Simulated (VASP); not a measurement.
A run of VASP 6.6.1:

Contents of INCAR:

```
PREC = Accurate
ENCUT = 600
EDIFF = 1E-6
ISMEAR = 1
SIGMA = 0.1
LREAL = F
LASPH = T
NELM = 60
ALGO = Normal
ISIF = 3
LWAVE = F
LCHARG = F
GGA = B5
ALDAX = 1.0
AGGAX = 1.0
AGGAC = 1.0
ALDAC = 0.0
IVDW = 12
VDW_S6 = 1.0
VDW_S8 = 2.6996
VDW_A1 = 0.4298
VDW_A2 = 4.2359
IBRION = 2
NSW = 80
EDIFFG = -0.03
```

The input KPOINTS:

```
regular mesh
0
Gamma
  11 11 11
```

POSCAR

```
HfN
1.0
    0.0000000000      2.4548220000      2.4548220000
    2.4548220000      0.0000000000      2.4548220000
    2.4548220000      2.4548220000      0.0000000000
Hf N
1 1
Direct
    0.0000000000      0.0000000000      0.0000000000
    0.7500000000      0.7500000000      0.7500000000
```

Potentials or basis: VASP PAW PBE potentials, release 64 (Hf_pv, N).

Launch:

```bash
$ cat potpaw_PBE.64/Hf_pv/POTCAR potpaw_PBE.64/N/POTCAR > POTCAR
$ mpirun -np 1 vasp_std > vasp.out
```

Hardware: 1 thread of Intel(R) Xeon(R) Platinum 8259CL CPU @ 2.50GHz (Skylake/Cascade Lake), with other jobs on the host.

Q: Estimate the wall time of this run.

A: Wall time 74 s on 1 thread of Intel(R) Xeon(R) Platinum 8259CL CPU @ 2.50GHz (Skylake/Cascade Lake), on a shared host, peak memory 0.19 GiB. Counts: scf iterations 28, k points 56, ion steps 3.
